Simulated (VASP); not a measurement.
Crystal: VSnTe3.

```
CELL_PARAMETERS angstrom
4.98784 0.00000 0.00000
-2.49392 4.31959 0.00000
0.00000 0.00000 6.15771
ATOMIC_POSITIONS crystal
V 0.33333 0.66667 0.50000
Sn 0.66667 0.33333 0.00000
Te 0.00000 0.00000 0.75525
Te 0.00000 0.00000 0.24475
Te 0.66667 0.33333 0.50000
```

The cell was generated, and may not be a known phase.

```yaml
Program: VASP 6.6.1
Task: relaxation of cell and atoms
Functional: PBE
Potentials_or_basis: VASP PAW PBE potentials, release 64 (V_sv, Sn_d, Te)
Cutoff: 600 eV
k_mesh: 4 × 4 × 3
Occupations: gaussian, width 0.2 eV
Spin: collinear spin, ferromagnetic start
Starting_moments: "[2.0, 0.0, 0.0, 0.0, 0.0] μB"
```

At the start: pressure 4.7 GPa; volume 26.53 Å³/atom.

Q: Where does the relaxation end?

A: Over 18 steps the energy falls by 156.4 meV/atom and the volume is 28.96 Å³/atom (+9.2 %); space group P-6m2 (No. 187, to 0.1 Å) before and after; moment 0.00 μB per cell.

Step by step:
```
step  energy change (eV)  largest force (eV/Å)  pressure (GPa)  volume (Å³)
   1              0.0000                0.3816            4.70       132.67
   2              0.0482                0.1283           -3.31       147.78
   3              0.0475                0.1349           -3.33       147.43
   4             -0.3288                0.0549           -1.03       141.39
   5              0.4710                1.1564           15.71       120.16
   6             -0.5073                0.2759            2.03       135.75
   7             -0.5076                0.3359            2.73       134.59
   8             -0.6430                0.5426            1.41       140.15
   9             -0.6528                0.5590            0.46       144.61
  10             -0.6685                0.5766            0.90       142.45
  11             -0.6690                0.5757            0.80       142.98
  12             -0.7072                0.4313           -0.73       146.55
  13             -0.7085                0.4014           -1.01       147.32
  14             -0.7408                0.2979           -0.65       145.91
  15             -0.7635                0.0242            0.46       142.67
  16             -0.7656                0.0662            0.19       143.45
  17             -0.7756                0.0434            0.12       143.97
  18             -0.7818                0.0014            0.08       144.82
```

Final structure:
```
V Sn Te
1.0
     4.45616    0.00000    0.00000
    -2.22808    3.85915    0.00000
     0.00000    0.00000    8.42123
V Sn Te
1 1 3
Direct
  0.33333 0.66667 0.50000
  0.66667 0.33333 0.00000
  0.00000 0.00000 0.77086
  0.00000 0.00000 0.22914
  0.66667 0.33333 0.50000
```

Caveat: the k points lie up to 0.41 Å⁻¹ apart in the final cell; the moments typed at the start vanished in this run; a cell axis changed by over 15 % at a fixed basis, so the end point is rough.
